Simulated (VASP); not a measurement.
# CdS (P6_3mc) in VASP: further runs

Runs on CdS. Level: LDA. Tasks: single point.

All numbers are computed with VASP 6.6.1; they aren't measurements. Logs are shortened: lines on timing, memory, paths and dates and some standing lists are left out, and cuts for length are marked.

## Step 1: The cell of the first run

It takes space group P6_3mc (No. 186, hexagonal). Conventional cell: a = 4.135 Å, b = 4.135 Å, c = 6.816 Å, α = 90.00°, β = 90.00°, γ = 120.00°. Cd (site symmetry 3m) has 4 S at 2.51 to 2.62 Å within 3.3 Å. Within 3.3 Å of S (site symmetry 3m) lie 4 Cd at 2.51 to 2.62 Å.

## Step 2: Single point, LDA (zz strain of +1 %)

The input, INCAR:

```
ALGO = Normal
EDIFF = 1E-7
ENCUT = 520
GGA = CA
ISIF = 2
ISMEAR = -1
LASPH = T
LCHARG = T
LELF = T
LREAL = F
LVHAR = T
LWAVE = F
NBANDS = 26
NELM = 80
PREC = Accurate
SIGMA = 0.02
```

The input, KPOINTS:

```
k-points
0
Gamma
  8 8 4
```

The input, POSCAR:

```
CdS
1.0
    4.1347992034      0.0000000000      0.0000000000
   -2.0673996017      3.5808411497      0.0000000000
    0.0000000000      0.0000000000      6.8164900000
Cd S
2 2
Direct
    0.3333333333      0.6666666667      0.0000000000
    0.6666666667      0.3333333333      0.5000000000
    0.3333333333      0.6666666667      0.3850000000
    0.6666666667      0.3333333333      0.8850000000
```

Potentials or basis: VASP PAW LDA potentials, release 64 (Cd, S).

Launch:

```sh
cat potpaw_LDA.64/Cd/POTCAR potpaw_LDA.64/S/POTCAR > POTCAR
mpirun -np 1 vasp_std > vasp.out
```

OUTCAR:

```text
EDIFF = 1E-7
   ENCUT = 520
   GGA = CA
   ISIF = 2
   ISMEAR = -1
   LASPH = T
   LREAL = F
   NELM = 80
   PREC = Accurate

 ion  position               nearest neighbor table
   1  0.333  0.667  0.000-   4 2.51   4 2.51   4 2.51   3 2.62
   2  0.667  0.333  0.500-   3 2.51   3 2.51   3 2.51   4 2.62
   3  0.333  0.667  0.385-   2 2.51   2 2.51   2 2.51   1 2.62
   4  0.667  0.333  0.885-   1 2.51   1 2.51   1 2.51   2 2.62

  LATTYP: Found a hexagonal cell.
 ALAT       =     4.1347992034
 C/A-ratio  =     1.6485661491

  Lattice vectors:

 A1 = (   4.1347992034,   0.0000000000,   0.0000000000)
 A2 = (  -2.0673996017,   3.5808411497,   0.0000000000)
 A3 = (   0.0000000000,   0.0000000000,   6.8164900000)

Analysis of symmetry for initial positions (statically):
=====================================================================
 Subroutine PRICEL returns:
 Original cell was already a primitive cell.

 Routine SETGRP: Setting up the symmetry group for a
 hexagonal supercell.

 Subroutine GETGRP returns: Found 12 space group operations
 (whereof  6 operations were pure point group operations)
 out of a pool of 24 trial point group operations.

The static configuration has the point symmetry C_3v.
 The point group associated with its full space group is C_6v.

Analysis of symmetry for dynamics (positions and initial velocities):
=====================================================================
 Subroutine PRICEL returns:
 Original cell was already a primitive cell.

 Routine SETGRP: Setting up the symmetry group for a
 hexagonal supercell.

 Subroutine GETGRP returns: Found 12 space group operations
 (whereof  6 operations were pure point group operations)
 out of a pool of 24 trial point group operations.

The dynamic configuration has the point symmetry C_3v.
 The point group associated with its full space group is C_6v.

 Subroutine INISYM returns: Found 12 space group operations
 (whereof  6 operations are pure point group operations),
 and found     1 'primitive' translations

----------------------------------------------------------------------------------------

                                     Primitive cell

  volume of cell :     100.9254

  direct lattice vectors                    reciprocal lattice vectors
     4.134799203  0.000000000  0.000000000     0.241849713  0.139631997  0.000000000
    -2.067399602  3.580841150  0.000000000     0.000000000  0.279263994  0.000000000
     0.000000000  0.000000000  6.816490000     0.000000000  0.000000000  0.146703069

  length of vectors
     4.134799203  4.134799203  6.816490000     0.279263994  0.279263994  0.146703069

  position of ions in fractional coordinates (direct lattice)
     0.333333333  0.666666667  0.000000000
     0.666666667  0.333333333  0.500000000
     0.333333333  0.666666667  0.385000000
     0.666666667  0.333333333  0.885000000

  ion indices of the primitive-cell ions
   primitive index   ion index
                 1           1
                 2           2
                 3           3
                 4           4

----------------------------------------------------------------------------------------

 KPOINTS: k-points

Automatic generation of k-mesh.
 Grid dimensions read from file:
 generate k-points for:    8    8    4

 Generating k-lattice:

  Cartesian coordinates                     Fractional coordinates (reciprocal lattice)
     0.030231214  0.017454000  0.000000000     0.125000000  0.000000000  0.000000000
     0.000000000  0.034907999  0.000000000     0.000000000  0.125000000  0.000000000
     0.000000000  0.000000000  0.036675767     0.000000000  0.000000000  0.250000000

  Length of vectors
     0.034907999  0.034907999  0.036675767

  Shift w.r.t. Gamma in fractional coordinates (k-lattice)
     0.000000000  0.000000000  0.000000000

 Subroutine IBZKPT returns following result:
 ===========================================

 Found     30 irreducible k-points:

 Following reciprocal coordinates:
            Coordinates               Weight
  0.000000  0.000000  0.000000      1.000000
  0.125000  0.000000  0.000000      6.000000
  0.250000  0.000000  0.000000      6.000000
  0.375000  0.000000  0.000000      6.000000
  0.500000  0.000000  0.000000      3.000000
  0.125000  0.125000  0.000000      6.000000
[... 16 lines left out ...]
  0.250000  0.000000  0.500000      6.000000
  0.375000  0.000000  0.500000      6.000000
 [... further k-points ...]
   k-points           NKPTS =     30   k-points in BZ     NKDIM =     30   number of bands    NBANDS=     26
   number of dos      NEDOS =    301   number of ions     NIONS =      4
   total plane-waves  NPLWV =  55296
   dimension x,y,z NGX =    32 NGY =   32 NGZ =   54
   dimension x,y,z NGXF=    64 NGYF=   64 NGZF=  108
   ions per type =               2   2
   NGX,Y,Z   is equivalent  to a cutoff of  12.87, 12.87, 13.17 a.u.
   NGXF,Y,Z  is equivalent  to a cutoff of  25.73, 25.73, 26.34 a.u.
 SYSTEM =  unknown system
   PREC   = accura    normal or accurate (medium, high low for compatibility)
   ISTART =      0    job   : 0-new  1-cont  2-samecut
   ICHARG =      2    charge: 1-file 2-atom 10-const
   ISPIN  =      1    spin polarized calculation?
   LNONCOLLINEAR =      F non collinear calculations
   LSORBIT =      F    spin-orbit coupling
   LASPH  =      T    aspherical Exc in radial PAW
   ENCUT  =  520.0 eV  38.22 Ry    6.18 a.u.   7.69  7.69 12.67*2*pi/ulx,y,z
   NELM   =     80;   NELMIN=  2; NELMDL= -5     # of ELM steps
   EDIFF  = 0.1E-06   stopping-criterion for ELM
   LREAL  =      F    real-space projection
   EDIFFG = 0.1E-05   stopping-criterion for IOM
   NSW    =      0    number of steps for IOM
   IBRION =     -1    ionic relax: 0-MD 1-quasi-New 2-CG
   NFREE  =      0    steps in history (QN), initial steepest desc. (CG)
   ISIF   =      2    stress and relaxation
   ISYM   =      2    0-nonsym 1-usesym 2-fastsym
   POTIM  = 0.5000    time-step for ionic-motion
   TEBEG  =    0.0;   TEEND  =   0.0 temperature during run
   PSTRESS=    0.0 pullay stress
   NELECT =      36.0000    total number of electrons
   NUPDOWN=      -1.0000    fix difference up-down
   EMIN   =  10.00;   EMAX   =-10.00  energy-range for DOS
   EFERMI =   0.00;   METHOD = LEGACY
   ISMEAR =    -1;   SIGMA  =   0.02  broadening in eV -4-tet -1-fermi 0-gaus
   EFERMI_NEDOS =   21; number of points for ismear=-14 and -15
   IALGO  =     38    algorithm
   IMIX   =      4    mixing-type and parameters
     AMIX     =   0.40;   BMIX     =  1.00
     AMIX_MAG =   1.60;   BMIX_MAG =  1.00
  volume/ion in A,a.u.               =      25.23       170.27
  Fermi-wavevector in a.u.,A,eV,Ry     =   1.161027  2.194022 18.340425  1.347983
  Thomas-Fermi vector in A             =   2.297603
   LORBIT       =      0    0 simple, 1 ext, 2 COOP (PROOUT), +10 PAW based schemes
   GGA     = CA    functional components
   LHFCALC =     F    Hartree Fock is set to
   AEXX    =    0.0000 exact exchange contribution
   IVDW    =     0    specifies the selected vdW correction
   LEPSILON=     F    determine dielectric tensor
   LRPA    =     F    only Hartree local field effects (RPA)
 non-spin polarized calculation
  energy-cutoff  :      520.00
  volume of cell :      100.93
 maximum number of plane-waves:      2752
 NGX is ok and might be reduce to    32
   NGX = 15   NGY = 15   NGZ = 25

 number of electron      35.9999998 magnetization

 Free energy of the ion-electron system (eV)
  ---------------------------------------------------
  ext. energy  EPLUGINS =         0.00000000
  ---------------------------------------------------
  free energy    TOTEN  =       -14.74969079 eV

  energy without entropy =      -14.74969079  energy(sigma->0) =      -14.74969079

 E-fermi :   1.4374     XC(G=0):  -9.5021

 val. band max:        0.9819415789   @ k =   0.0000   0.0000   0.0000
 cond. band min:       1.9227316970   @ k =   0.0000   0.0000   0.0000
 fundamental gap:      0.9407901181
 Fermi energy:         1.4373742799

 k-point     1 :       0.0000    0.0000    0.0000
  band No.  band energies     occupation
      1     -11.2868      2.00000
      2     -10.8787      2.00000
      3      -6.7497      2.00000
      4      -6.7497      2.00000
      5      -6.6853      2.00000
      6      -6.6853      2.00000
[... 18 lines left out ...]
     25       8.3647      0.00000
     26       8.3647      0.00000

 k-point     2 :       0.1250    0.0000    0.0000
  band No.  band energies     occupation
      1     -11.2297      2.00000
      2     -10.8507      2.00000
      3      -6.7231      2.00000
      4      -6.7193      2.00000
      5      -6.6583      2.00000
      6      -6.6520      2.00000
[... 18 lines left out ...]
     25       8.1877      0.00000
     26       8.7113      0.00000

 k-point     3 :       0.2500    0.0000    0.0000
  band No.  band energies     occupation
      1     -11.0861      2.00000
      2     -10.7880      2.00000
      3      -6.6650      2.00000
      4      -6.6504      2.00000
      5      -6.5705      2.00000
      6      -6.5536      2.00000
[... 18 lines left out ...]
     25       8.6953      0.00000
     26       9.2886      0.00000

 k-point     4 :       0.3750    0.0000    0.0000
  band No.  band energies     occupation
      1     -10.9295      2.00000
      2     -10.7381      2.00000
      3      -6.6198      2.00000
      4      -6.6174      2.00000
      5      -6.4898      2.00000
      6      -6.4446      2.00000
[... 18 lines left out ...]
     25       9.1522      0.00000
     26       9.9180      0.00000
[... 496 lines left out ...]
      1     -11.0361      2.00000
      2     -11.0361      2.00000
      3      -6.6929      2.00000
      4      -6.6929      2.00000
      5      -6.6920      2.00000
      6      -6.6920      2.00000
[... 18 lines left out ...]
     25       7.9725      0.00000
     26       7.9725      0.00000

 k-point    23 :       0.2500    0.0000    0.5000
  band No.  band energies     occupation
      1     -10.9304      2.00000
      2     -10.9304      2.00000
      3      -6.6194      2.00000
      4      -6.6194      2.00000
      5      -6.6185      2.00000
      6      -6.6185      2.00000
[... 18 lines left out ...]
     25       8.6768      0.00000
     26       8.6768      0.00000

 k-point    24 :       0.3750    0.0000    0.5000
  band No.  band energies     occupation
      1     -10.8251      2.00000
      2     -10.8251      2.00000
      3      -6.5799      2.00000
      4      -6.5799      2.00000
      5      -6.5522      2.00000
      6      -6.5522      2.00000
[... 18 lines left out ...]
     25       9.2119      0.00000
     26       9.2119      0.00000

 [... further k-points ...]
[... 5 lines left out ...]
  --------------------------------------------------------------------------------------
  -------------------------------------------------------------------------------------
  Total       -1.1731172     -1.1731172     -2.8233308      0.0000000      0.0000000      0.0000000
  in kB      -18.6230888    -18.6230888    -44.8200228      0.0000000      0.0000000      0.0000000
  external PRESSURE =     -27.3554001 kB  Pullay stress =       0.0000000 kB

 VOLUME and BASIS-vectors are now :
 -----------------------------------------------------------------------------
  energy-cutoff  :      520.00
  volume of cell :      100.93
      direct lattice vectors                 reciprocal lattice vectors
     4.134799203  0.000000000  0.000000000     0.241849713  0.139631997  0.000000000
    -2.067399602  3.580841150  0.000000000     0.000000000  0.279263994  0.000000000
     0.000000000  0.000000000  6.816490000     0.000000000  0.000000000  0.146703069

 POSITION                                       TOTAL-FORCE (eV/Angst)
 -----------------------------------------------------------------------------------
     -0.00000      2.38723      0.00000        -0.000000      0.000000      0.282801
      2.06740      1.19361      3.40824         0.000000     -0.000000      0.282801
     -0.00000      2.38723      2.62435        -0.000000      0.000000     -0.282801
      2.06740      1.19361      6.03259         0.000000     -0.000000     -0.282801
 -----------------------------------------------------------------------------------
    total drift:                               -0.000000     -0.000000     -0.000203

  FREE ENERGIE OF THE ION-ELECTRON SYSTEM (eV)
  ---------------------------------------------------
  free  energy   TOTEN  =       -14.7496907898 eV

  energy  without entropy=      -14.7496907898  energy(sigma->0) =      -14.74969079
```

Run time: 2.7 min. Hardware: 1 thread of AMD EPYC 7R43 (Zen 3), shared host; peak memory 0.18 GiB.

Results:

- Free energy: -14.7497 eV
- Pressure: -2.7 GPa
- Largest force: 0.283 eV/Å
- Band gap on the k mesh: 0.94 eV, direct

Forces in eV/Å, atoms in the order of the input:
```
Cd   0.000  0.000  0.283
Cd   0.000  0.000  0.283
S    0.000  0.000 -0.283
S    0.000  0.000 -0.283
```

Stress tensor (GPa, compression positive):
```
-1.86  0.00  0.00
 0.00 -1.86  0.00
 0.00  0.00 -4.48
```

Levels at points of the mesh, in eV from the valence-band top:
| k point | band 16 | band 17 | band 18 | band 19 | band 20 | band 21 |
| --- | --- | --- | --- | --- | --- | --- |
| (0.00, 0.00, 0.00) | -0.06 | 0.00 | 0.00 | 0.94 | 2.52 | 6.34 |
| (0.50, 0.00, 0.00) | -1.85 | -1.23 | -0.85 | 3.48 | 3.68 | 4.87 |
| (0.00, 0.00, 0.50) | -0.35 | -0.35 | -0.35 | 2.59 | 2.59 | 5.87 |
| (0.50, 0.00, 0.50) | -1.38 | -1.31 | -1.31 | 3.26 | 3.26 | 5.09 |

Caveat: the cell differs from its parent crystal (zz strain of +1 %).

(Continued in part 2 of 2.)
